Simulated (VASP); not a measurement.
Set up this calculation in VASP 6.6.1, as the native input.

```yaml
Task: electric field gradients
Functional: PBE
Potentials_or_basis: VASP PAW PBE potentials, release 64 (Si, C)
Cutoff: 520 eV
k_mesh: 16 × 16 × 16
Occupations: fermi-dirac, width 0.08 eV
Spin: no spin polarisation
Dipole_correction: no
Further_INCAR_settings: ALGO = Normal; EDIFF = 1e-08; NBANDS = 11
```

The structure of SiC (zincblende type) lies in POSCAR:

```
SiC
1.0
    0.0000000000      2.1455490268      2.1455490268
    2.1455490268      0.0000000000      2.1455490268
    2.1455490268      2.1455490268      0.0000000000
Si C
1 1
Direct
    0.0000000000      0.0000000000      0.0000000000
    0.2500000000      0.2500000000      0.2500000000
```

One way to write it, as run:

INCAR

```
ALGO = Normal
EDIFF = 1E-8
ENCUT = 520
GGA = PE
ISIF = 2
ISMEAR = -1
LASPH = T
LCHARG = F
LEFG = T
LREAL = F
LWAVE = F
NBANDS = 11
NELM = 100
PREC = Accurate
SIGMA = 0.08
```

KPOINTS

```
k-points
0
Gamma
  16 16 16
```

Potentials or basis: VASP PAW PBE potentials, release 64 (Si, C).

Run with:

```sh
$ cat potpaw_PBE.64/Si/POTCAR potpaw_PBE.64/C/POTCAR > POTCAR
$ mpirun -np 1 vasp_std > vasp.out
```

It gave:

The pressure is 14.6 GPa. The band gap on the k mesh is 1.31 eV (least direct gap 4.59 eV). The largest electric field gradient by atom is zero within the noise of the run.

Caveat: the cell stands under pressure.

It took 11 s on 1 thread of Intel(R) Xeon(R) 6975P-C (Granite Rapids), on a shared host, peak memory 0.15 GiB.
